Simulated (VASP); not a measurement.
Write the native input for VASP 6.6.1 that does the following.

* Task: single point
* Functional: PBE
* Potentials or basis: VASP PAW PBE potentials, release 64 (Zr_sv)
* Cutoff: 520 eV
* k mesh: 10 × 10 × 10
* Occupations: fermi-dirac, width 0.05 eV
* Spin: no spin polarisation
* Dipole correction: no
* Further INCAR settings: ALGO = Normal; EDIFF = 1e-07; NBANDS = 12

The structure of Zr lies in POSCAR:

```
Zr
1.0
    0.0000000000      2.2245232910      2.2245232910
    2.2245232910      0.0000000000      2.2245232910
    2.2245232910      2.2245232910      0.0000000000
Zr
1
Direct
    0.0000000000      0.0000000000      0.0000000000
```

This cell differs from its parent crystal: volume scaled by 0.96.

The input as run:

INCAR

```
ALGO = Normal ; EDIFF = 1E-7
ENCUT = 520 ; GGA = PE
ISIF = 2 ; ISMEAR = -1
LASPH = True ; LCHARG = False
LREAL = False ; LWAVE = False
NBANDS = 12 ; NELM = 100
PREC = Accurate ; SIGMA = 0.05
```

KPOINTS

```
k-points
0
Gamma
  10 10 10
```

Potentials or basis: VASP PAW PBE potentials, release 64 (Zr_sv).

Run with:

```console
$ cat potpaw_PBE.64/Zr_sv/POTCAR > POTCAR
$ mpirun -np 1 vasp_std > vasp.out
```

Results of the run:

The pressure is 5.3 GPa. The band gap on the k mesh is zero (band 6 reaches 10.52 eV, above the bottom of band 7 at 9.17 eV).

Run time: 7.1 s on 1 thread of Intel(R) Xeon(R) Platinum 8259CL CPU @ 2.50GHz (Skylake/Cascade Lake), on a shared host, peak memory 0.14 GiB.
